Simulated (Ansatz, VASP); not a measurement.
**Two plane-wave programs on Sb2Pt**

```
Sb Pt
1.0
     0.00000    3.29904    3.29904
     3.29904    0.00000    3.29904
     3.29904    3.29904    0.00000
Sb Pt
2 1
Direct
  0.25000 0.25000 0.25000
  0.75000 0.75000 0.75000
  0.00000 0.00000 0.00000
```

Alike in both runs: functional r2SCAN; k mesh 12 × 12 × 12; occupations gaussian, width 0.1 eV; no spin polarisation.

Ansatz relaxed the structure, and its values are those at the end. VASP's run is a single point on that final structure, the one shown.

|  | VASP | Ansatz |
| --- | --- | --- |
| version | VASP 6.6.1 | Ansatz 0.2.0 |
| potentials or method | VASP PAW PBE potentials, release 64 (Sb, Pt), cutoff 520 eV | scalar-relativistic, plane waves, PAW |
| valence electrons in the cell | 20 | 48 |

VASP gave:

```
gap on the k mesh at the Fermi level (eV) : none
pressure (GPa)                            : -0.2
```

What did Ansatz give for the same quantities?

gap on the k mesh at the Fermi level (eV): none; pressure (GPa): 0.0.

VASP's potentials were made for PBE, not for r2SCAN. A gap of «none» marks a metal or a gap that the smearing closes. VASP's potentials hold 20 valence electrons a cell and Ansatz's 48, so a difference there can come from the potentials and not from the codes.

Neither program's run includes spin-orbit coupling.
